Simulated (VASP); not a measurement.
Wanted: the native input for a VASP 6.6.1 run.

```
Task                   : single point
Functional             : PBE
Potentials or basis    : VASP PAW PBE potentials, release 64 (B, N)
Cutoff                 : 600 eV
k mesh                 : 12 × 12 × 12
Occupations            : gaussian, width 0.01 eV
Spin                   : no spin polarisation
Dipole correction      : no
Further INCAR settings : ALGO = Normal; EDIFF = 1e-06; NBANDS = 11
```

The structure of BN lies in POSCAR:

```
BN
1.0
    0.0000000000      1.8107190047      1.8107190047
    1.8107190047      0.0000000000      1.8107190047
    1.8107190047      1.8107190047      0.0000000000
B N
1 1
Direct
    0.0000000000      0.0000000000      0.0000000000
    0.7500000000      0.7500000000      0.7500000000
```

These files were run (other wordings do the same):

INCAR

```
ALGO     = Normal         # electronic algorithm
EDIFF    = 1E-6           # SCF threshold, eV
ENCUT    = 600            # plane-wave cutoff, eV
GGA      = PE             # functional
GGA_COMPAT= F            
ISIF     = 2              # what is computed and relaxed
ISMEAR   = 0              # smearing method
LASPH    = T              # aspherical terms in the spheres
LCHARG   = T              # write CHGCAR
LELF     = T              # ELF
LREAL    = F              # projectors in reciprocal space
LVHAR    = T            
LWAVE    = F              # write WAVECAR
NBANDS   = 11             # bands
NELM     = 120            # most SCF steps
PREC     = Accurate       # precision mode
SIGMA    = 0.01           # smearing width, eV
```

KPOINTS

```
k-points
0
Gamma
  12 12 12
```

Potentials or basis: VASP PAW PBE potentials, release 64 (B, N).

The run is started by

```bash
$ cat potpaw_PBE.64/B/POTCAR potpaw_PBE.64/N/POTCAR > POTCAR
$ mpirun -np 1 vasp_std > vasp.out
```

Results of the run:

```json
{
  "Pressure": "1.0 GPa",
  "Band gap on the k mesh": "4.45 eV, indirect (least direct gap 8.79 eV)"
}
```

Run time: 4.7 s on 1 thread of Intel(R) Xeon(R) 6975P-C (Granite Rapids), with other jobs on the host, peak memory 0.12 GiB.
